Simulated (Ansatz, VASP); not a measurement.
Two plane-wave programs on TaI

```xyz
6
Lattice="5.9294 0.0000 0.0000 -2.9647 5.1350 0.0000 0.0000 0.0000 5.1005" Properties=species:S:1:pos:R:3 pbc="T T T"
Ta    2.9647    0.0000    0.0000
Ta    1.4823    2.5675    0.0000
Ta   -1.4823    2.5675    0.0000
I     0.0000    0.0000    0.0000
I     0.0000    3.4233    2.5503
I     2.9647    1.7117    2.5503
```

Alike in both runs: functional PBE; k mesh 6 × 6 × 8; occupations gaussian, width 0.1 eV; no spin polarisation.

Ansatz relaxed the structure, and its values are those at the end. VASP's run is a single point on that final structure, the one shown.

|  | VASP | Ansatz |
| --- | --- | --- |
| version | VASP 6.6.1 | Ansatz 0.2.0 |
| potentials or method | VASP PAW PBE potentials, release 64 (Ta_pv, I), cutoff 520 eV | scalar-relativistic, plane waves, PAW |
| valence electrons in the cell | 54 | 90 |

|  | VASP | Ansatz | Ansatz less VASP |
| --- | --- | --- | --- |
| gap on the k mesh at the Fermi level (eV) | none | none | - |
| pressure (GPa) | 0.0 | 0.0 | +0.03 |

A gap of «none» marks a metal or a gap that the smearing closes. VASP's potentials hold 54 valence electrons a cell and Ansatz's 90, so a difference there can come from the potentials and not from the codes.

Spin-orbit coupling is off throughout.
